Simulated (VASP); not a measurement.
Crystal: Bi2Te3.

```
Bi Te
1.0
     2.19300    1.26613   10.16567
    -2.19300    1.26613   10.16567
     0.00000   -2.53226   10.16567
Bi Te
2 3
Direct
  0.60000 0.60000 0.60000
  0.40000 0.40000 0.40000
  0.79050 0.79050 0.79050
  0.20950 0.20950 0.20950
  0.00000 0.00000 0.00000
```

Base run:

```yaml
Program: VASP 6.6.1
Functional: BLYP
Potentials_or_basis: VASP PAW PBE potentials, release 64 (Bi_d, Te)
Cutoff: 520 eV
k_mesh: 7 × 7 × 7
Occupations: fermi-dirac, width 0.05 eV
Spin: no spin polarisation
```

Its results: band gap on the k mesh 0.31 eV; pressure 5.6 GPa; largest force 0.073 eV/Å.

After a change of settings the same cell gave: band gap on the k mesh 0.20 eV; pressure -1.8 GPa; largest force 0.168 eV/Å. Which change was it?
A. functional from BLYP to SVWN5; further incar settings from ALGO = Normal; EDIFF = 1e-06; NBANDS = 32 to ALGO = Normal; EDIFF = 1e-07; NBANDS = 32
B. functional from BLYP to PBE; k mesh from 7 × 7 × 7 to 3 × 3 × 3
C. functional from BLYP to r2SCAN
D. functional from BLYP to PBEsol

A.

Caveats: the PAW data sets were made with another functional, which shifts forces and pressure a little; spin-orbit coupling is left out, which moves the levels of the heavy elements; an odd mesh through Γ misses points on the zone boundary, where band edges can lie; the cell stands under pressure (at least some runs).
